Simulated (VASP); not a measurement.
Set up this calculation in VASP 6.6.1, as the native input.

```
Task                   : electric field gradients
Functional             : LDA
Potentials or basis    : VASP PAW LDA potentials, release 64 (Sb, Au)
Cutoff                 : 520 eV
k mesh                 : 9 × 9 × 9
Occupations            : fermi-dirac, width 0.08 eV
Spin                   : no spin polarisation
Dipole correction      : no
Further INCAR settings : ALGO = Normal; EDIFF = 1e-08; NBANDS = 18
```

The structure of Sb2Au lies in POSCAR:

```
Sb2Au
1.0
    0.0000000000      3.3390565596      3.3390565596
    3.3390565596      0.0000000000      3.3390565596
    3.3390565596      3.3390565596      0.0000000000
Sb Au
2 1
Direct
    0.2500000000      0.2500000000      0.2500000000
    0.7500000000      0.7500000000      0.7500000000
    0.0000000000      0.0000000000      0.0000000000
```

One way to write it, as run:

INCAR

```
SYSTEM = Sb2Au
  PREC = Accurate
  ENCUT = 520
  EDIFF = 1E-8
  ISMEAR = -1
  SIGMA = 0.08
  LREAL = .FALSE.
  LASPH = .TRUE.
  NELM = 100
  ALGO = Normal
  ISIF = 2
  LWAVE = .FALSE.
  LCHARG = .FALSE.
  LEFG = .TRUE.
  NBANDS = 18
```

KPOINTS

```
Automatic mesh
0
G
  9 9 9
  0 0 0
```

Potentials or basis: VASP PAW LDA potentials, release 64 (Sb, Au).

Launch:

```bash
$ cat potpaw_LDA.64/Sb/POTCAR potpaw_LDA.64/Au/POTCAR > POTCAR
$ mpirun -np 1 vasp_std > vasp.out
```

Results of the run:

```json
{"Pressure": "2.1 GPa", "Band gap on the k mesh": "zero (an odd number of electrons rules out a gap without spin polarisation)", "Largest electric field gradient by atom": "under 0.05 V/Å² on every atom"}
```

Caveat: spin-orbit coupling is left out, which moves the levels of the heavy elements; an odd number of electrons without spin polarisation forces a metal; a magnetic or distorted state may lie lower.

It took 76 s on 1 thread of Intel Xeon 8259CL (shared host), peak memory 0.2 GiB.
